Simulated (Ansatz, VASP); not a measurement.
## One calculation of CoO, two programs

File INCAR:

```
PREC = Accurate ; ENCUT = 600
EDIFF = 1E-6 ; ISMEAR = -1
SIGMA = 0.05 ; LREAL = F
LASPH = T ; NELM = 200
ALGO = Normal ; ISIF = 2
LWAVE = F ; LCHARG = T
ISPIN = 2 ; MAGMOM = 2 0
LORBIT = 11 ; LMAXMIX = 4
GGA = PS ; LELF = T
LVHAR = T ; NBANDS = 18
GGA_COMPAT = F
```

File KPOINTS:

```
Automatic mesh
0
Gamma
  16 16 16
```

File POSCAR:

```
CoO
1.0
    0.0000000000      2.1101850000      2.1315000000
    2.1101850000      0.0000000000      2.1315000000
    2.1101850000      2.1101850000      0.0000000000
Co O
1 1
Direct
    0.0000000000      0.0000000000      0.0000000000
    0.5000000000      0.5000000000      0.5000000000
```

Input for Ansatz:

```yaml
crystal:
  lattice:
    - [0.0, 2.110185, 2.1315]
    - [2.110185, 0.0, 2.1315]
    - [2.110185, 2.110185, 0.0]
  atoms:
    - { symbol: Co, position: [0.0, 0.0, 0.0], spin: 2.0 }
    - { symbol: O, position: [0.5, 0.5, 0.5] }
magnetization:
  spin_polarized: true
kpoints:
  mp_grid: { grid: [16, 16, 16] }
  band_path:
    path:
      - [0.0, 0.0, 0.0]
      - [0.0, 0.5, 0.5]
      - [0.25, 0.75, 0.5]
      - [0.0, 0.5, 0.0]
      - [0.0, 0.0, 0.0]
      - [0.5, 0.5, 0.0]
      - [0.3725125, 0.6274875, 0.0]
      - [-0.3725125, 0.3725125, 0.0]
      - [0.0, 0.0, 0.0]
    npoints: 5
scf:
  occupations: { method: fermi_dirac, width: 0.05 }
hamiltonian:
  xc: pbesol
  pseudopotentials: { kind: all_electron, lapw: { basis_error: 0.0005 } }
output:
  forces: true
  stress: true
  eigenvalues: true
```

Change from the starting cell: equal xx and yy strain of -1 %.

Alike in both runs: task single point; functional PBEsol; k mesh 16 × 16 × 16; occupations fermi-dirac, width 0.05 eV; collinear spin.

```csv
,VASP,Ansatz
version,VASP 6.6.1,Ansatz 0.2.0
potentials or method,"VASP PAW PBE potentials, release 64 (Co, O), cutoff 600 eV","all-electron LAPW, scalar-relativistic"
```

```tsv
	VASP	Ansatz	Ansatz less VASP
pressure (GPa)	-8.5	-7.6	+0.82
traceless stress, the component that is largest in VASP (GPa)	-0.10	-0.14	-0.040
net moment per atom (μB)	1.45	1.46	+0.015
size of the moment on the site where the two differ most (μB)	2.54	2.57	+0.036
```

VASP's potentials were made for PBE, not for PBEsol. Site moments also hang on the region over which each program counts them. Ansatz ran all-electron here, and VASP with PAW potentials.
